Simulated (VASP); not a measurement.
A run of VASP 6.6.1 is set up as follows.

POSCAR

```
ZnS
1.0
    0.0000000000      2.7321669939      2.7321669939
    2.7321669939      0.0000000000      2.7321669939
    2.7321669939      2.7321669939      0.0000000000
Zn S
1 1
Direct
    0.0000000000      0.0000000000      0.0000000000
    0.2500000000      0.2500000000      0.2500000000
```

File INCAR.step1:

```
ALGO     = Normal         # electronic algorithm
EDIFF    = 1E-4           # SCF threshold, eV
ENCUT    = 520            # plane-wave cutoff, eV
GGA      = PE             # functional
ISMEAR   = 0              # smearing method
LASPH    = True           # aspherical terms in the spheres
LCHARG   = False          # write CHGCAR
LREAL    = False          # projectors in reciprocal space
LWAVE    = True           # write WAVECAR
NBANDS   = 16             # bands
NELM     = 80             # most SCF steps
PREC     = Accurate       # precision mode
SIGMA    = 0.02           # smearing width, eV
```

The input INCAR.step2:

```
ALGO     = Normal         # electronic algorithm
EDIFF    = 1E-6           # SCF threshold, eV
ENCUT    = 520            # plane-wave cutoff, eV
ISIF     = 2              # what is computed and relaxed
ISMEAR   = 0              # smearing method
ISTART   = 1            
LASPH    = True           # aspherical terms in the spheres
LCHARG   = False          # write CHGCAR
LMIXTAU  = True         
LREAL    = False          # projectors in reciprocal space
LWAVE    = False          # write WAVECAR
METAGGA  = R2SCAN         # meta-GGA
NBANDS   = 16             # bands
NELM     = 80             # most SCF steps
PREC     = Accurate       # precision mode
SIGMA    = 0.02           # smearing width, eV
```

KPOINTS

```
k-points
0
Gamma
  8 8 8
```

Potentials or basis: VASP PAW PBE potentials, release 64 (Zn, S).

Launch:

```console
$ cat potpaw_PBE.64/Zn/POTCAR potpaw_PBE.64/S/POTCAR > POTCAR
$ cp INCAR.step1 INCAR
$ mpirun -np 1 vasp_std > vasp.out
$ cp INCAR.step2 INCAR
$ mpirun -np 1 vasp_std > vasp.out
```

Question: Estimate the band gap on the k mesh.

Answer: 2.52 eV, direct.

Question: Estimate the pressure.

Answer: -3.0 GPa.

Caveat: the PAW data sets were made with another functional, which shifts forces and pressure a little. r2SCAN opens gaps a little over a GGA but as a rule still falls short of measured ones.
